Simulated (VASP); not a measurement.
A run of VASP 6.6.1:

File INCAR:

```
SYSTEM = Si
  PREC = Accurate
  ENCUT = 520
  EDIFF = 1E-7
  ISMEAR = -1
  SIGMA = 0.02
  LREAL = Auto
  LASPH = .TRUE.
  NELM = 60
  ALGO = Normal
  ISIF = 2
  LWAVE = .FALSE.
  LCHARG = .TRUE.
  GGA = PE
  LELF = .TRUE.
  LVHAR = .TRUE.
  NBANDS = 48
```

The input KPOINTS:

```
regular mesh
0
G
  2 2 2
  0 0 0
```

File POSCAR:

```
Si
1.0
    0.0000000000      5.4300000000      5.4300000000
    5.4300000000      0.0000000000      5.4300000000
    5.4300000000      5.4300000000      0.0000000000
Si
17
Direct
   -0.0069374095     -0.0071942948      0.0224676223
    0.1230242460      0.1226106752      0.1341520001
    0.0014067913      0.0013743510      0.5062903227
    0.1169445985      0.1168381280      0.6498081244
    0.0185624671      0.4937808920     -0.0049673407
    0.1236210476      0.6213437127      0.1336361343
    0.0014797063      0.4913598810      0.5058100326
    0.1648765555      0.6070731929      0.6207456452
    0.4941895283      0.0181363117     -0.0050933221
    0.6216068579      0.1233429883      0.1335175513
    0.4914654695      0.0014729116      0.5056873934
    0.6071197279      0.1648399712      0.6206476202
    0.4948240497      0.4945555038     -0.0055688761
    0.6513439621      0.6508930426      0.0488729045
    0.5232887948      0.5232975158      0.4301365587
    0.6075196123      0.6075618915      0.6202783417
    0.7887341847      0.7886296555      0.6345374576
```

Potentials or basis: VASP PAW PBE potentials, release 64 (Si).

Run with:

```sh
$ cat potpaw_PBE.64/Si/POTCAR > POTCAR
$ mpirun -np 1 vasp_std > vasp.out
```

Hardware: 1 thread of Intel Xeon 8259CL (shared host).

Q: How long does it take, and how much memory?

A: It took 7.2 min on 1 thread of Intel Xeon 8259CL (shared host), peak memory 0.47 GiB. Counts: scf iterations 15, k points 8.
